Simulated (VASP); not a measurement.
# Nb (Im-3m) in VASP: further runs, part 2 of 2

VASP 6.6.1.

### 3 Single point, PBE

This run uses another cell than the first one, of 18.16 Å³/atom, 0.995 times its volume.

The input, INCAR:

```
PREC = Accurate
ENCUT = 520
EDIFF = 1E-6
ISMEAR = 0
SIGMA = 0.1
LREAL = F
LASPH = T
NELM = 60
ALGO = Normal
ISIF = 2
LWAVE = F
LCHARG = F
GGA = PE
NBANDS = 12
```

The input, KPOINTS:

```
Automatic mesh
0
Gamma
  14 14 14
```

The input, POSCAR:

```
Nb
1.0
   -1.6559847270      1.6559847270      1.6559847270
    1.6559847270     -1.6559847270      1.6559847270
    1.6559847270      1.6559847270     -1.6559847270
Nb
1
Direct
    0.0000000000      0.0000000000      0.0000000000
```

Potentials or basis: VASP PAW PBE potentials, release 64 (Nb_sv).

Launch:

```
cat potpaw_PBE.64/Nb_sv/POTCAR > POTCAR
mpirun -np 1 vasp_std > vasp.out
```

OUTCAR:

```text
PREC = Accurate
   ENCUT = 520
   EDIFF = 1E-6
   ISMEAR = 0
   LREAL = F
   LASPH = T
   NELM = 60
   ISIF = 2
   GGA = PE

 ion  position               nearest neighbor table
   1  0.000  0.000  0.000-

  LATTYP: Found a body centered cubic cell.
 ALAT       =     3.3119694540

  Lattice vectors:

 A1 = (  -1.6559847270,   1.6559847270,   1.6559847270)
 A2 = (   1.6559847270,  -1.6559847270,   1.6559847270)
 A3 = (   1.6559847270,   1.6559847270,  -1.6559847270)

Analysis of symmetry for initial positions (statically):
=====================================================================
 Subroutine PRICEL returns:
 Original cell was already a primitive cell.

 Routine SETGRP: Setting up the symmetry group for a
 body centered cubic supercell.

 Subroutine GETGRP returns: Found 48 space group operations
 (whereof 48 operations were pure point group operations)
 out of a pool of 48 trial point group operations.

The static configuration has the point symmetry O_h .

[... 167 lines left out ...]
  band No.  band energies     occupation
      1     -43.3237      2.00000
      2     -18.6383      2.00000
      3     -18.6383      2.00000
      4     -18.6383      2.00000
      5       5.1309      2.00000
      6      11.4270      0.00000
      7      11.4270      0.00000
      8      11.4270      0.00000
      9      14.3088      0.00000
     10      14.3088      0.00000
     11      25.2579      0.00000
     12      25.2579      0.00000
[... 331 lines left out ...]
 k-point    24 :       0.3571    0.2857    0.0000
  band No.  band energies     occupation
      1     -43.0584      2.00000
      2     -19.6515      2.00000
      3     -19.4487      2.00000
      4     -18.8029      2.00000
      5       8.8462      2.00000
      6       9.9194      2.00000
      7      10.5492      2.00000
      8      14.5206      0.00000
      9      14.9972      0.00000
     10      21.0758      0.00000
     11      21.2121      0.00000
     12      22.8894      0.00000

 [... further k-points ...]

------------------------ aborting loop because EDIFF is reached ----------------------------------------

  FORCE on cell =-STRESS in cart. coord.  units (eV):
  Direction    XX          YY          ZZ          XY          YZ          ZX
  --------------------------------------------------------------------------------------
  -------------------------------------------------------------------------------------
  Total       -0.0349096     -0.0349096     -0.0349096      0.0000000     -0.0000000     -0.0000000
  in kB       -3.0791216     -3.0791216     -3.0791216      0.0000000     -0.0000000     -0.0000000
  external PRESSURE =      -3.0791216 kB  Pullay stress =       0.0000000 kB

 VOLUME and BASIS-vectors are now :
 -----------------------------------------------------------------------------
  energy-cutoff  :      520.00
  volume of cell :       18.16
      direct lattice vectors                 reciprocal lattice vectors
    -1.655984727  1.655984727  1.655984727     0.000000000  0.301935152  0.301935152
     1.655984727 -1.655984727  1.655984727     0.301935152  0.000000000  0.301935152
     1.655984727  1.655984727 -1.655984727     0.301935152  0.301935152  0.000000000

 POSITION                                       TOTAL-FORCE (eV/Angst)
 -----------------------------------------------------------------------------------
      0.00000      0.00000      0.00000         0.000000     -0.000000      0.000000
 -----------------------------------------------------------------------------------
    total drift:                                0.000000      0.000000     -0.000000

  FREE ENERGIE OF THE ION-ELECTRON SYSTEM (eV)
  ---------------------------------------------------
  free  energy   TOTEN  =       -10.2159645545 eV

  energy  without entropy=      -10.2072094286  energy(sigma->0) =      -10.21158699
```

OSZICAR:

```text
N       E                     dE             d eps       ncg     rms          rms(c)
DAV:   1     0.116185967602E+03    0.11619E+03   -0.72406E+03  2520   0.107E+03
DAV:   2    -0.594520284272E+01   -0.12213E+03   -0.11762E+03  2764   0.387E+02
DAV:   3    -0.103636890099E+02   -0.44185E+01   -0.42248E+01  3576   0.653E+01
DAV:   4    -0.106393429516E+02   -0.27565E+00   -0.27407E+00  3588   0.150E+01
DAV:   5    -0.106496526548E+02   -0.10310E-01   -0.10306E-01  3520   0.235E+00    0.702E+00
DAV:   6    -0.102552734505E+02    0.39438E+00   -0.60012E-01  4000   0.987E+00    0.245E+00
DAV:   7    -0.102106305930E+02    0.44643E-01   -0.18109E-01  4124   0.538E+00    0.946E-01
DAV:   8    -0.102159036892E+02   -0.52731E-02   -0.12050E-02  2932   0.144E+00    0.495E-02
DAV:   9    -0.102159550662E+02   -0.51377E-04   -0.10269E-03  4076   0.322E-01    0.417E-02
DAV:  10    -0.102159717647E+02   -0.16698E-04   -0.27890E-05  2936   0.682E-02    0.151E-02
DAV:  11    -0.102159648243E+02    0.69404E-05   -0.57563E-06  3276   0.410E-02    0.266E-03
DAV:  12    -0.102159645545E+02    0.26981E-06   -0.17908E-07  1732   0.569E-03
   1 F= -.10215965E+02 E0= -.10211587E+02  d E =-.875513E-02
```

Wall time 15 s (1 thread of Intel Xeon 6975P-C (Granite Rapids), shared host); peak memory 0.15 GiB.

Results:

| Quantity | Value |
| --- | --- |
| Free energy | -10.2160 eV |
| Pressure | -0.3 GPa |

### 4 Single point, PBE

This run uses another cell than the first one, of 18.18 Å³/atom, 0.996 times its volume.

The input, INCAR:

```
SYSTEM = Nb
PREC = Accurate ; ENCUT = 520
EDIFF = 1E-6 ; ISMEAR = -1
SIGMA = 0.15 ; LREAL = .False.
LASPH = .True. ; NELM = 60
ALGO = Normal ; ISIF = 2
LWAVE = .False. ; LCHARG = .True.
GGA = PE ; LELF = .True.
LVHAR = .True. ; NBANDS = 12
```

The input, KPOINTS:

```
regular mesh
0
Gamma
  16 16 16
  0 0 0
```

The input, POSCAR:

```
Nb
1.0
   -1.6563646497      1.6563646497      1.6563646497
    1.6563646497     -1.6563646497      1.6563646497
    1.6563646497      1.6563646497     -1.6563646497
Nb
1
Direct
    0.0000000000      0.0000000000      0.0000000000
```

Launch:

```
cat potpaw_PBE.64/Nb_sv/POTCAR > POTCAR
mpirun -np 1 vasp_std > vasp.out
```

Wall time 20 s (1 thread of Intel Xeon 6975P-C (Granite Rapids), shared host); peak memory 0.15 GiB.

Results (log left out):

```
Free energy : -10.2707 eV
Pressure    : -0.3 GPa
```

Levels at points of the mesh, in eV from the Fermi level:
| k point | band 5 | band 6 | band 7 | band 8 | band 9 | band 10 |
| --- | --- | --- | --- | --- | --- | --- |
| (0.00, 0.00, 0.00) | -5.97 | 0.33 | 0.33 | 0.33 | 3.21 | 3.21 |
| (0.50, 0.00, 0.00) | -3.72 | -1.67 | 2.20 | 3.24 | 3.91 | 6.27 |
| (0.50, 0.50, 0.50) | -3.71 | -3.71 | 5.51 | 5.51 | 5.51 | 8.96 |

### 5 Relaxation of cell and atoms, PBE

The input, INCAR:

```
SYSTEM = Nb
ALGO = Normal ; EDIFF = 1E-6
EDIFFG = -0.002 ; ENCUT = 600
GGA = PE ; IBRION = 2
ISIF = 3 ; ISMEAR = 0
LASPH = .True. ; LCHARG = .False.
LREAL = .False. ; LWAVE = .False.
NELM = 80 ; NSW = 100
PREC = Accurate ; SIGMA = 0.1
```

The input, KPOINTS:

```
k-points
0
Gamma
  14 14 14
  0 0 0
```

The input, POSCAR:

```
Nb
1.0
   -1.6588161900      1.6588161900      1.6588161900
    1.6588161900     -1.6588161900      1.6588161900
    1.6588161900      1.6588161900     -1.6588161900
Nb
1
Direct
    0.0000000000      0.0000000000      0.0000000000
```

Launch:

```
cat potpaw_PBE.64/Nb_sv/POTCAR > POTCAR
mpirun -np 1 vasp_std > vasp.out
```

It took 28 s on 1 thread of Intel Xeon 6975P-C (Granite Rapids), shared host; peak memory 0.16 GiB.

Results (log left out):

| Item | Value |
| --- | --- |
| Free energy | -10.2160 eV |
| Relaxed volume | 18.13 Å³/atom |
| Relaxed cell | a = 2.867 Å, b = 2.867 Å, c = 2.867 Å, α = 109.47°, β = 109.47°, γ = 109.47° |
| Space group after relaxing (to 0.05 Å) | Im-3m (No. 229) |
| Energy gained by relaxing | 0.4 meV/atom |
| Ionic steps | 3 |
| Pressure after relaxing | 0.0 GPa |

Step by step:
```tsv
step	energy change (eV)	largest force (eV/Å)	pressure (GPa)	volume (Å³)
1	0.0000	0.0000	-1.12	18.26
2	0.0009	0.0000	1.99	17.92
3	-0.0004	0.0000	-0.01	18.13
```

Final structure:
```xyz
1
Lattice="-1.6550 1.6550 1.6550 1.6550 -1.6550 1.6550 1.6550 1.6550 -1.6550" Properties=species:S:1:pos:R:3 pbc="T T T"
Nb    0.0000    0.0000    0.0000
```

Levels at points of the mesh, in eV from the Fermi level:
```
           k point  band 4  band 5  band 6  band 7  band 8  band 9
(0.00, 0.00, 0.00)  -29.70   -5.94    0.36    0.36    0.36    3.24
(0.50, 0.00, 0.00)  -29.71   -3.70   -1.65    2.24    3.27    3.95
(0.50, 0.50, 0.50)  -30.61   -3.69   -3.69    5.55    5.55    5.55
```

### 6 The runs side by side

| task | cell | k mesh | cutoff (eV) | smearing | gap on the mesh (eV) | pressure (GPa) |
| --- | --- | --- | --- | --- | --- | --- |
| single point | a = 2.873 Å, angles 109.5°, 1 atom | 8 × 8 × 8 | 520 | gaussian 0.1 eV | none | -1.1 |
| single point | a = 2.868 Å, angles 109.5°, 1 atom | 14 × 14 × 14 | 520 | gaussian 0.1 eV | none | -0.3 |
| single point | a = 2.869 Å, angles 109.5°, 1 atom | 16 × 16 × 16 | 520 | fermi-dirac 0.15 eV | none | -0.3 |
| relaxation of cell and atoms | relaxed from a = 2.873 Å, angles 109.5°, 1 atom | 14 × 14 × 14 | 600 | gaussian 0.1 eV | none | 0.0 |

Alike in all rows: level PBE; potentials or basis VASP PAW PBE potentials, release 64 (Nb_sv); no spin polarisation.

Absolute energies hang on the potentials; compare differences alone.
